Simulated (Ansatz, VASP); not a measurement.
In in VASP and in Ansatz

Contents of INCAR:

```
PREC     = Accurate       # precision mode
ENCUT    = 600            # plane-wave cutoff, eV
EDIFF    = 1E-7           # SCF threshold, eV
ISMEAR   = -1             # smearing method
SIGMA    = 0.1            # smearing width, eV
LREAL    = F              # projectors in reciprocal space
LASPH    = T              # aspherical terms in the spheres
NELM     = 80             # most SCF steps
ALGO     = Normal         # electronic algorithm
ISIF     = 3              # what is computed and relaxed
LWAVE    = F              # write WAVECAR
LCHARG   = F              # write CHGCAR
IBRION   = 2              # ionic algorithm
NSW      = 80             # ionic steps
EDIFFG   = -0.01          # ionic threshold
```

The input KPOINTS:

```
Automatic mesh
0
Gamma
  8 8 8
```

POSCAR

```
In
1.0
    0.0000000000      3.2801942926      3.2801942926
    3.2801942926      0.0000000000      3.2801942926
    3.2801942926      3.2801942926      0.0000000000
In
2
Direct
    0.1250000000      0.1250000000      0.1250000000
    0.8750000000      0.8750000000      0.8750000000
```

Input for Ansatz:

```yaml
crystal:
  lattice:
    - [0.0, 3.2801942926, 3.2801942926]
    - [3.2801942926, 0.0, 3.2801942926]
    - [3.2801942926, 3.2801942926, 0.0]
  atoms:
    - { symbol: In, position: [0.125, 0.125, 0.125] }
    - { symbol: In, position: [0.875, 0.875, 0.875] }
hamiltonian:
  xc: lda
  pseudopotentials:
    kind: paw
    azcp:
      In: "pseudopotentials/In.paw.azcp"
basis:
  ecutwfc: 420
  fft_grid_basis: typed
kpoints:
  mp_grid: { grid: [8, 8, 8], shift: [0, 0, 0] }
magnetization:
  spin_polarized: false
scf:
  occupations: { method: fermi_dirac, width: 0.1 }
relax:
  max_steps: 60
  f_tol: 0.01
  cell: {}
```

Alike in both runs: task relaxation of cell and atoms; functional LDA; k mesh 8 × 8 × 8; occupations fermi-dirac, width 0.1 eV; no spin polarisation.

|  | VASP | Ansatz |
| --- | --- | --- |
| version | VASP 6.6.1 | Ansatz 0.2.0 |
| potentials or method | VASP PAW LDA potentials, release 64 (In_d), cutoff 600 eV | plane waves (420 eV) with PAW, scalar-relativistic |
| valence electrons in the cell | 26 | 26 |

VASP gave:

- relaxed volume (Å³/atom): 33.85
- relaxed cell length with the largest relative difference (Å): 4.575

Question: Which values does Ansatz return?

Answer: Relaxed volume (Å³/atom): 33.76; relaxed cell length with the largest relative difference (Å): 4.571.

Ansatz warns that its potentials were made for another functional, while VASP's fit it. LDA's correlation is that of Perdew and Zunger in VASP and of Perdew and Wang (1992) in Ansatz.
